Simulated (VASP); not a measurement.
Cl:

```
Cl
1.0
     2.91000    0.00000    0.00000
     0.00000    2.91000    0.00000
     0.00000    0.00000    2.91000
Cl
1
Direct
  0.00000 0.00000 0.00000
```

```yaml
Program: VASP 6.6.1
Task: relaxation of cell and atoms
Functional: PBE
Dispersion: D3(BJ)
Potentials_or_basis: VASP PAW PBE potentials, release 64 (Cl)
Cutoff: 500 eV
k_mesh: 9 × 9 × 9
Occupations: methfessel-paxton, width 0.02 eV
Spin: no spin polarisation
```

At the start: pressure -2.9 GPa; volume 24.64 Å³/atom.

Problem. Where does the relaxation end?

Solution. Over 3 steps the energy falls by 22.5 meV/atom and the volume is 22.45 Å³/atom (-8.9 %); space group Pm-3m (No. 221, to 0.1 Å) before and after.

The path:
| step | energy change (eV) | largest force (eV/Å) | pressure (GPa) | volume (Å³) |
| --- | --- | --- | --- | --- |
| 1 | 0.0000 | 0.0000 | -2.92 | 24.64 |
| 2 | -0.0202 | 0.0000 | -1.07 | 23.07 |
| 3 | -0.0225 | 0.0000 | -0.06 | 22.45 |

Final structure:
```cif
data_structure
_symmetry_space_group_name_H-M 'P 1'
_symmetry_Int_Tables_number 1
_cell_length_a 2.8209
_cell_length_b 2.8209
_cell_length_c 2.8209
_cell_angle_alpha 90.000
_cell_angle_beta 90.000
_cell_angle_gamma 90.000
_cell_volume 22.45
loop_
_atom_site_label
_atom_site_type_symbol
_atom_site_fract_x
_atom_site_fract_y
_atom_site_fract_z
_atom_site_occupancy
Cl1 Cl 0.00000 0.00000 0.00000 1
```

Caveat: an odd number of electrons without spin polarisation forces a metal; a magnetic or distorted state may lie lower.
